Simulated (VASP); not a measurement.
Set up this calculation in VASP 6.6.1, as the native input.

```yaml
Task: single point
Functional: PBE
Potentials_or_basis: VASP PAW PBE potentials, release 64 (Si, C)
Cutoff: 520 eV
k_mesh: 12 × 12 × 12
Occupations: gaussian, width 0.02 eV
Spin: no spin polarisation
Dipole_correction: no
Further_INCAR_settings: ALGO = Normal; EDIFF = 1e-06; NBANDS = 11
```

The structure of SiC lies in POSCAR:

```
SiC
1.0
    0.0000000000      2.1898640950      2.1898640950
    2.1898640950      0.0000000000      2.1898640950
    2.1898640950      2.1898640950      0.0000000000
Si C
1 1
Direct
    0.0000000000      0.0000000000      0.0000000000
    0.7500000000      0.7500000000      0.7500000000
```

The input as run:

INCAR

```
ALGO     = Normal         # electronic algorithm
EDIFF    = 1E-6           # SCF threshold, eV
ENCUT    = 520            # plane-wave cutoff, eV
GGA      = PE             # functional
ISIF     = 2              # what is computed and relaxed
ISMEAR   = 0              # smearing method
LASPH    = T              # aspherical terms in the spheres
LCHARG   = T              # write CHGCAR
LELF     = T              # ELF
LREAL    = F              # projectors in reciprocal space
LVHAR    = T            
LWAVE    = F              # write WAVECAR
NBANDS   = 11             # bands
NELM     = 100            # most SCF steps
PREC     = Accurate       # precision mode
SIGMA    = 0.02           # smearing width, eV
```

KPOINTS

```
k-points
0
Gamma
  12 12 12
```

Potentials or basis: VASP PAW PBE potentials, release 64 (Si, C).

Run with:

```console
$ cat potpaw_PBE.64/Si/POTCAR potpaw_PBE.64/C/POTCAR > POTCAR
$ mpirun -np 1 vasp_std > vasp.out
```

It gave:

| Quantity | Value |
| --- | --- |
| Pressure | 0.0 GPa |
| Band gap on the k mesh | 1.37 eV, indirect (least direct gap 4.53 eV) |

It took 13 s on 1 thread of AMD EPYC 7R13 Processor (Zen 3), on a shared host, peak memory 0.11 GiB.
